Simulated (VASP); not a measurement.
# WS2 (R3m) in VASP: single point with PBE+U

Aim: the single point of WS2 with PBE+U.

Program: VASP 6.6.1. These are calculated values, not measurements. Logs are shortened: lines on timing, memory, paths and dates and some standing lists are left out, and cuts for length are marked.

### Step 1. The cell of the first run

Symmetry: R3m, No. 160, trigonal system. Conventional cell: a = 3.158 Å, b = 3.158 Å, c = 18.490 Å, α = 90.00°, β = 90.00°, γ = 120.00°. Within 3.2 Å of W (site symmetry 3m) lie 6 S at 2.39 to 2.42 Å and 6 W at 3.16 Å. S (site symmetry 3m) has 3 W at 2.39 Å and 7 S at 3.13 to 3.16 Å within 3.2 Å. S (site symmetry 3m) has 3 W at 2.42 Å and 7 S at 3.13 to 3.16 Å within 3.2 Å.

### Step 2. Single point, PBE+U, collinear spin

The input, INCAR:

```
SYSTEM = WS2
PREC = Accurate
ENCUT = 520
EDIFF = 1E-7
ISMEAR = 0
SIGMA = 0.05
LREAL = .FALSE.
LASPH = .TRUE.
NELM = 150
ALGO = Normal
ISIF = 2
LWAVE = .FALSE.
LCHARG = .FALSE.
ISPIN = 2
MAGMOM = 2 0 0
LORBIT = 11
LMAXMIX = 4
LDAU = .TRUE.
LDAUTYPE = 2
LDAUL = 2 -1
LDAUU = 5 0
LDAUJ = 0 0
LDAUPRINT = 1
GGA = PE
NBANDS = 24
```

The input, KPOINTS:

```
Automatic mesh
0
G
  7 7 7
  0 0 0
```

The input, POSCAR:

```
WS2
1.0
    1.5790001700      0.9116361700      6.1633291500
   -1.5790001700      0.9116361700      6.1633291500
    0.0000000000     -1.8232723400      6.1633291500
W S
1 2
Direct
    0.0000000000      0.0000000000      0.0000000000
    0.7503000000      0.7503000000      0.7503000000
    0.5810000000      0.5810000000      0.5810000000
```

Potentials or basis: VASP PAW PBE potentials, release 64 (W_sv, S).

Command:

```console
$ cat potpaw_PBE.64/W_sv/POTCAR potpaw_PBE.64/S/POTCAR > POTCAR
$ mpirun -np 1 vasp_std > vasp.out
```

OUTCAR:

```text
SYSTEM = WS2
   PREC = Accurate
   ENCUT = 520
   EDIFF = 1E-7
   ISMEAR = 0
   LREAL = .FALSE.
   LASPH = .TRUE.
   NELM = 150
   ISIF = 2
   ISPIN = 2
   LORBIT = 11
   GGA = PE

 ion  position               nearest neighbor table
   1  0.000  0.000  0.000-   2 2.39   2 2.39   2 2.39   3 2.42   3 2.42   3 2.42
   2  0.750  0.750  0.750-   1 2.39   1 2.39   1 2.39
   3  0.581  0.581  0.581-   1 2.42   1 2.42   1 2.42

  LATTYP: Found a trigonal (rhomboedric) cell.
 ALAT       =     6.4273593532
 COS(alpha) =     0.8792939097

  Lattice vectors:

 A1 = (   1.5790001700,   0.9116361700,   6.1633291500)
 A2 = (  -1.5790001700,   0.9116361700,   6.1633291500)
 A3 = (   0.0000000000,  -1.8232723400,   6.1633291500)

Analysis of symmetry for initial positions (statically):
=====================================================================
 Subroutine PRICEL returns:
 Original cell was already a primitive cell.

 Routine SETGRP: Setting up the symmetry group for a
 trigonal (rhombohedral) supercell.

 Subroutine GETGRP returns: Found  6 space group operations
 (whereof  6 operations were pure point group operations)
 out of a pool of 12 trial point group operations.

The static configuration has the point symmetry C_3v.

Analysis of symmetry for dynamics (positions and initial velocities):
=====================================================================
 Subroutine PRICEL returns:
 Original cell was already a primitive cell.

 Routine SETGRP: Setting up the symmetry group for a
 trigonal (rhombohedral) supercell.

 Subroutine GETGRP returns: Found  6 space group operations
 (whereof  6 operations were pure point group operations)
 out of a pool of 12 trial point group operations.

The dynamic configuration has the point symmetry C_3v.

Analysis of structural, dynamic, and magnetic symmetry:
=====================================================================
 Subroutine PRICEL returns:
 Original cell was already a primitive cell.

 Routine SETGRP: Setting up the symmetry group for a
 trigonal (rhombohedral) supercell.

 Subroutine GETGRP returns: Found  6 space group operations
 (whereof  6 operations were pure point group operations)
 out of a pool of 12 trial point group operations.

The overall configuration has the point symmetry C_3v.

 Subroutine INISYM returns: Found  6 space group operations
 (whereof  6 operations are pure point group operations),
 and found     1 'primitive' translations

----------------------------------------------------------------------------------------

                                     Primitive cell

  volume of cell :      53.2317

  direct lattice vectors                    reciprocal lattice vectors
     1.579000170  0.911636170  6.163329150     0.316656077  0.182821472  0.054083325
    -1.579000170  0.911636170  6.163329150    -0.316656077  0.182821472  0.054083325
     0.000000000 -1.823272340  6.163329150     0.000000000 -0.365642944  0.054083325

  length of vectors
     6.427359353  6.427359353  6.427359352     0.369621114  0.369621114  0.369621115

  position of ions in fractional coordinates (direct lattice)
     0.000000000  0.000000000  0.000000000
     0.750300000  0.750300000  0.750300000
     0.581000000  0.581000000  0.581000000

  ion indices of the primitive-cell ions
   primitive index   ion index
                 1           1
                 2           2
                 3           3

----------------------------------------------------------------------------------------

 KPOINTS: Automatic mesh

Automatic generation of k-mesh.
 Grid dimensions read from file:
 generate k-points for:    7    7    7

 Generating k-lattice:

  Cartesian coordinates                     Fractional coordinates (reciprocal lattice)
     0.045236582  0.026117353  0.007726189     0.142857143  0.000000000  0.000000000
    -0.045236582  0.026117353  0.007726189     0.000000000  0.142857143  0.000000000
     0.000000000 -0.052234706  0.007726189     0.000000000  0.000000000  0.142857143

  Length of vectors
     0.052803016  0.052803016  0.052803016

  Shift w.r.t. Gamma in fractional coordinates (k-lattice)
     0.000000000  0.000000000  0.000000000

 Subroutine IBZKPT returns following result:
 ===========================================

 Found     44 irreducible k-points:

 Following reciprocal coordinates:
            Coordinates               Weight
  0.000000  0.000000  0.000000      1.000000
  0.142857  0.000000  0.000000      6.000000
  0.285714  0.000000  0.000000      6.000000
  0.428571  0.000000  0.000000      6.000000
  0.142857  0.142857  0.000000      6.000000
  0.285714  0.142857  0.000000     12.000000
[... 16 lines left out ...]
  0.285714  0.285714  0.142857      6.000000
  0.428571  0.285714  0.142857     12.000000
 [... further k-points ...]
   k-points           NKPTS =     44   k-points in BZ     NKDIM =     44   number of bands    NBANDS=     24
   number of dos      NEDOS =    301   number of ions     NIONS =      3
   total plane-waves  NPLWV = 110592
   dimension x,y,z NGX =    48 NGY =   48 NGZ =   48
   dimension x,y,z NGXF=    96 NGYF=   96 NGZF=   96
   ions per type =               1   2
   NGX,Y,Z   is equivalent  to a cutoff of  12.42, 12.42, 12.42 a.u.
   NGXF,Y,Z  is equivalent  to a cutoff of  24.83, 24.83, 24.83 a.u.
 SYSTEM =  WS2
   PREC   = accura    normal or accurate (medium, high low for compatibility)
   ISTART =      0    job   : 0-new  1-cont  2-samecut
   ICHARG =      2    charge: 1-file 2-atom 10-const
   ISPIN  =      2    spin polarized calculation?
   LNONCOLLINEAR =      F non collinear calculations
   LSORBIT =      F    spin-orbit coupling
   LASPH  =      T    aspherical Exc in radial PAW
   ENCUT  =  520.0 eV  38.22 Ry    6.18 a.u.  11.95 11.95 11.95*2*pi/ulx,y,z
   NELM   =    150;   NELMIN=  2; NELMDL= -5     # of ELM steps
   EDIFF  = 0.1E-06   stopping-criterion for ELM
   LREAL  =      F    real-space projection
   EDIFFG = 0.1E-05   stopping-criterion for IOM
   NSW    =      0    number of steps for IOM
   IBRION =     -1    ionic relax: 0-MD 1-quasi-New 2-CG
   NFREE  =      0    steps in history (QN), initial steepest desc. (CG)
   ISIF   =      2    stress and relaxation
   ISYM   =      2    0-nonsym 1-usesym 2-fastsym
   POTIM  = 0.5000    time-step for ionic-motion
   TEBEG  =    0.0;   TEEND  =   0.0 temperature during run
   PSTRESS=    0.0 pullay stress
   NELECT =      26.0000    total number of electrons
   NUPDOWN=      -1.0000    fix difference up-down
   EMIN   =  10.00;   EMAX   =-10.00  energy-range for DOS
   EFERMI =   0.00;   METHOD = LEGACY
   ISMEAR =     0;   SIGMA  =   0.05  broadening in eV -4-tet -1-fermi 0-gaus
   EFERMI_NEDOS =   21; number of points for ismear=-14 and -15
   IALGO  =     38    algorithm
   IMIX   =      4    mixing-type and parameters
     AMIX     =   0.40;   BMIX     =  1.00
     AMIX_MAG =   1.60;   BMIX_MAG =  1.00
  volume/ion in A,a.u.               =      17.74       119.74
  Fermi-wavevector in a.u.,A,eV,Ry     =   1.289266  2.436359 22.615694  1.662207
  Thomas-Fermi vector in A             =   2.421169
   LORBIT       =     11    0 simple, 1 ext, 2 COOP (PROOUT), +10 PAW based schemes
 LDA+U is selected, type is set to LDAUTYPE =  2
   angular momentum for each species LDAUL =     2   -1
   U (eV)           for each species LDAUU =   5.0  0.0
   J (eV)           for each species LDAUJ =   0.0  0.0
   GGA     = PE    functional components
   LHFCALC =     F    Hartree Fock is set to
   AEXX    =    0.0000 exact exchange contribution
   IVDW    =     0    specifies the selected vdW correction
   LEPSILON=     F    determine dielectric tensor
   LRPA    =     F    only Hartree local field effects (RPA)
 spin polarized calculation
 Gauss-broadening in eV      SIGMA  =   0.05
  energy-cutoff  :      520.00
  volume of cell :       53.23
 maximum number of plane-waves:      1442
   NGX = 23   NGY = 23   NGZ = 23

 number of electron      26.0000001 magnetization       0.0000626

atom =   1  type =  1  l = 2

 onsite density matrix

spin component  1

  0.3295  0.0000  0.0000  0.0025  0.0000
  0.0000  0.3154 -0.0000 -0.0000  0.0025
  0.0000 -0.0000  0.3612  0.0000 -0.0000
  0.0025 -0.0000  0.0000  0.3154 -0.0000
  0.0000  0.0025 -0.0000 -0.0000  0.3295

spin component  2

  0.3295  0.0000  0.0000  0.0025  0.0000
  0.0000  0.3154 -0.0000 -0.0000  0.0025
  0.0000 -0.0000  0.3612  0.0000 -0.0000
  0.0025 -0.0000  0.0000  0.3154 -0.0000
  0.0000  0.0025 -0.0000 -0.0000  0.3295

 occupancies and eigenvectors

  o =  0.3150  v = -0.0000  0.9855 -0.0000  0.0000 -0.1699  0.0000  0.0000  0.0000  0.0000  0.0000      0.0000  0.0000  0.0000  0.0000  0.0000  0.0000  0.0000  0.0000  0.0000  0.0000
  o =  0.3150  v =  0.1699  0.0000 -0.0000 -0.9855 -0.0000  0.0000  0.0000  0.0000  0.0000  0.0000      0.0000  0.0000  0.0000  0.0000  0.0000  0.0000  0.0000  0.0000  0.0000  0.0000
  o =  0.3150  v =  0.0000  0.0000  0.0000  0.0000  0.0000  0.0000 -0.9855  0.0000 -0.0000  0.1699      0.0000  0.0000  0.0000  0.0000  0.0000  0.0000  0.0000  0.0000  0.0000  0.0000
  o =  0.3150  v =  0.0000  0.0000  0.0000  0.0000  0.0000 -0.1699  0.0000  0.0000  0.9855  0.0000      0.0000  0.0000  0.0000  0.0000  0.0000  0.0000  0.0000  0.0000  0.0000  0.0000
  o =  0.3300  v = -0.0000 -0.1699 -0.0000 -0.0000 -0.9855  0.0000  0.0000  0.0000  0.0000  0.0000      0.0000  0.0000  0.0000  0.0000  0.0000  0.0000  0.0000  0.0000  0.0000  0.0000
  o =  0.3300  v =  0.9855 -0.0000 -0.0000  0.1699 -0.0000  0.0000  0.0000  0.0000  0.0000  0.0000      0.0000  0.0000  0.0000  0.0000  0.0000  0.0000  0.0000  0.0000  0.0000  0.0000
  o =  0.3300  v =  0.0000  0.0000  0.0000  0.0000  0.0000  0.0000  0.1699  0.0000 -0.0000  0.9855      0.0000  0.0000  0.0000  0.0000  0.0000  0.0000  0.0000  0.0000  0.0000  0.0000
  o =  0.3300  v =  0.0000  0.0000  0.0000  0.0000  0.0000 -0.9855  0.0000 -0.0000 -0.1699 -0.0000      0.0000  0.0000  0.0000  0.0000  0.0000  0.0000  0.0000  0.0000  0.0000  0.0000
  o =  0.3612  v =  0.0000 -0.0000  1.0000 -0.0000 -0.0000  0.0000  0.0000  0.0000  0.0000  0.0000      0.0000  0.0000  0.0000  0.0000  0.0000  0.0000  0.0000  0.0000  0.0000  0.0000
  o =  0.3612  v =  0.0000  0.0000  0.0000  0.0000  0.0000  0.0000 -0.0000  1.0000 -0.0000 -0.0000      0.0000  0.0000  0.0000  0.0000  0.0000  0.0000  0.0000  0.0000  0.0000  0.0000

 number of electron      26.0000001 magnetization      -0.0000175

 Free energy of the ion-electron system (eV)
  ---------------------------------------------------
  ext. energy  EPLUGINS =         0.00000000
  ---------------------------------------------------
  free energy    TOTEN  =       -18.02111160 eV

  energy without entropy =      -18.02111160  energy(sigma->0) =      -18.02111160

 E-fermi :   8.0919     XC(G=0): -10.9510

 val. band max:        7.6526606952   @ k =   0.4286   0.4286   0.4286
 cond. band min:       8.8173649038   @ k =  -0.1429   0.1429   0.0000
 fundamental gap:      1.1647042086
 Fermi energy:         8.0918939560

 spin component 1

 k-point     1 :       0.0000    0.0000    0.0000
  band No.  band energies     occupation
      1     -67.7356      1.00000
      2     -31.9334      1.00000
      3     -31.7876      1.00000
      4     -31.7876      1.00000
      5      -8.1317      1.00000
      6      -6.0950      1.00000
[... 637 lines left out ...]
     23      18.7394      0.00000
     24      19.5640      0.00000

 [... further k-points ...]

 spin component 2

 k-point     1 :       0.0000    0.0000    0.0000
  band No.  band energies     occupation
      1     -67.7356      1.00000
      2     -31.9334      1.00000
      3     -31.7876      1.00000
      4     -31.7876      1.00000
      5      -8.1317      1.00000
      6      -6.0950      1.00000
[... 637 lines left out ...]
     23      18.7394      0.00000
     24      19.5640      0.00000

 [... further k-points ...]

------------------------ aborting loop because EDIFF is reached ----------------------------------------

  FORCE on cell =-STRESS in cart. coord.  units (eV):
  Direction    XX          YY          ZZ          XY          YZ          ZX
  --------------------------------------------------------------------------------------
  -------------------------------------------------------------------------------------
  Total        2.8573565      2.8573565      3.1663550     -0.0000000      0.0000000     -0.0000000
  in kB       86.0012315     86.0012309     95.3015255     -0.0000000      0.0000000     -0.0000000
  external PRESSURE =      89.1013293 kB  Pullay stress =       0.0000000 kB

 VOLUME and BASIS-vectors are now :
 -----------------------------------------------------------------------------
  energy-cutoff  :      520.00
  volume of cell :       53.23
      direct lattice vectors                 reciprocal lattice vectors
     1.579000170  0.911636170  6.163329150     0.316656077  0.182821472  0.054083325
    -1.579000170  0.911636170  6.163329150    -0.316656077  0.182821472  0.054083325
     0.000000000 -1.823272340  6.163329150     0.000000000 -0.365642944  0.054083325

 POSITION                                       TOTAL-FORCE (eV/Angst)
 -----------------------------------------------------------------------------------
      0.00000      0.00000      0.00000         0.000000      0.000000     -0.640882
      0.00000      0.00000     13.87304         0.000000     -0.000000      1.007329
      0.00000      0.00000     10.74268         0.000000      0.000000     -0.366448
 -----------------------------------------------------------------------------------
    total drift:                               -0.000000      0.000000      0.000012

  FREE ENERGIE OF THE ION-ELECTRON SYSTEM (eV)
  ---------------------------------------------------
  free  energy   TOTEN  =       -18.0211116002 eV

  energy  without entropy=      -18.0211116002  energy(sigma->0) =      -18.02111160

 total charge

# of ion       s       p       d       tot
------------------------------------------
    1        2.337   6.351   3.249  11.937
    2        1.359   2.397   0.000   3.756
    3        1.361   2.380   0.000   3.741
--------------------------------------------------
tot          5.056  11.128   3.249  19.434

 magnetization (x)

# of ion       s       p       d       tot
------------------------------------------
    1       -0.000  -0.000  -0.000  -0.000
    2        0.000   0.000   0.000   0.000
    3        0.000   0.000   0.000   0.000
--------------------------------------------------
tot         -0.000   0.000  -0.000  -0.000
```

It took 4.2 min on 1 thread of Intel Xeon Platinum 8559C (Emerald Rapids), shared host; peak memory 0.43 GiB.

What came out:

```yaml
Free_energy: -18.0211 eV
Pressure: 8.9 GPa
Largest_force: 1.007 eV/Å
Band_gap_on_the_k_mesh: 1.16 eV (least direct gap 2.36 eV)
Net_moment: 0.00 μB per cell
Valence_electrons_inside_the_program's_atomic_spheres: W 11.94; S 3.76, 3.74
```

Forces in eV/Å, atoms in the order of the input:
```
W    0.000  0.000 -0.641
S    0.000  0.000  1.007
S    0.000  0.000 -0.366
```

Levels at points of the mesh, in eV from the valence-band top:
Spin up:
```tsv
k point	band 11	band 12	band 13	band 14	band 15	band 16
(0.00, 0.00, 0.00)	-2.19	-1.65	-1.17	2.28	2.28	2.57
```
Spin down:
| k point | band 9 | band 10 | band 11 | band 12 | band 13 | band 14 | band 15 | band 16 | band 17 | band 18 |
| --- | --- | --- | --- | --- | --- | --- | --- | --- | --- | --- |
| (0.00, 0.00, 0.00) | -3.47 | -2.19 | -2.19 | -1.65 | -1.17 | 2.28 | 2.28 | 2.57 | 2.57 | 4.50 |

Eigenvalues of the final occupation matrices:
```
    site  spin  trace               eigenvalues
site 1 d     1   1.65  0.31 0.31 0.33 0.33 0.36
site 1 d     2   1.65  0.31 0.31 0.33 0.33 0.36
```

Caveat: the cell stands under pressure; spin-orbit coupling is left out, which moves the levels of the heavy elements; forces of over 1 eV/Å act on the atoms, so gaps and moduli don't describe the material at rest. A k mesh can miss the band edges.
